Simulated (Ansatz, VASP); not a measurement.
# One calculation of NaH, two programs

```xyz
2
Lattice="0.0000 2.4156 2.4400 2.4156 0.0000 2.4400 2.4156 2.4156 0.0000" Properties=species:S:1:pos:R:3 pbc="T T T"
Na    0.0000    0.0000    0.0000
H     2.4156    2.4156    2.4400
```

Change from the starting cell: equal xx and yy strain of -1 %.

Alike in both runs: task single point; functional PBEsol; k mesh 9 × 9 × 9; occupations fermi-dirac, width 0.03 eV; no spin polarisation.

|  | VASP | Ansatz |
| --- | --- | --- |
| version | VASP 6.6.1 | Ansatz 0.2.0 |
| potentials or method | VASP PAW PBE potentials, release 64 (Na_pv, H), cutoff 520 eV | all-electron LAPW, scalar-relativistic |

|  | VASP | Ansatz | Ansatz less VASP |
| --- | --- | --- | --- |
| gap on the k mesh at the Fermi level (eV) | 3.84 | 3.84 | +0.002 |
| pressure (GPa) | -0.8 | -0.8 | +0.01 |
| traceless stress, the component that is largest in VASP (GPa) | -0.20 | -0.20 | +0.004 |

VASP's potentials were made for PBE, not for PBEsol. Ansatz ran all-electron here, and VASP with PAW potentials.
